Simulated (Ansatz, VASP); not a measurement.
# Ti: VASP beside Ansatz

File INCAR:

```
SYSTEM = Ti
PREC = Accurate
ENCUT = 520
EDIFF = 1E-7
ISMEAR = 0
SIGMA = 0.15
LREAL = .False.
LASPH = .True.
NELM = 80
ALGO = Fast
ISIF = 2
LWAVE = .False.
LCHARG = .True.
GGA = PE
LELF = .True.
LVHAR = .True.
NBANDS = 12
```

File KPOINTS:

```
Automatic mesh
0
Gamma
  22 22 22
  0 0 0
```

Contents of POSCAR:

```
Ti
1.0
   -1.4261404959      1.4261404959      2.2330507885
    1.4261404959     -1.4261404959      2.2330507885
    1.4261404959      1.4261404959     -2.2330507885
Ti
1
Direct
    0.0000000000      0.0000000000      0.0000000000
```

Input for Ansatz:

```yaml
crystal:
  lattice:
    - [-1.4261404959, 1.4261404959, 2.2330507885]
    - [1.4261404959, -1.4261404959, 2.2330507885]
    - [1.4261404959, 1.4261404959, -2.2330507885]
  atoms:
    - { symbol: Ti, position: [0.0, 0.0, 0.0] }
basis:
  ecutwfc: 520.0
kpoints:
  mp_grid: { grid: [22, 22, 22] }
hamiltonian:
  xc: pbe
  pseudopotentials: { kind: paw, azcp: { folder: soft_1 } }
scf:
  occupations: { method: gaussian, width: 0.15 }
output:
  forces: true
  stress: true
  eigenvalues: true
```

Alike in both runs: task single point; functional PBE; k mesh 22 × 22 × 22; occupations gaussian, width 0.15 eV; no spin polarisation.

|  | VASP | Ansatz |
| --- | --- | --- |
| version | VASP 6.6.1 | Ansatz 0.2.0 |
| potentials or method | VASP PAW PBE potentials, release 64 (Ti_sv), cutoff 520 eV | scalar-relativistic, plane waves, PAW |
| valence electrons in the cell | 12 | 12 |

VASP gave:

| Quantity | Value |
| --- | --- |
| gap on the k mesh at the Fermi level (eV) | none |
| pressure (GPa) | -4.7 |
| traceless stress, the component that is largest in VASP (GPa) | -2.16 |

**Question.** What did Ansatz give for the same quantities?

**Answer.** gap on the k mesh at the Fermi level (eV): none; pressure (GPa): -4.5; traceless stress, the component that is largest in VASP (GPa): -2.15.

A gap of «none» marks a metal or a gap that the smearing closes.
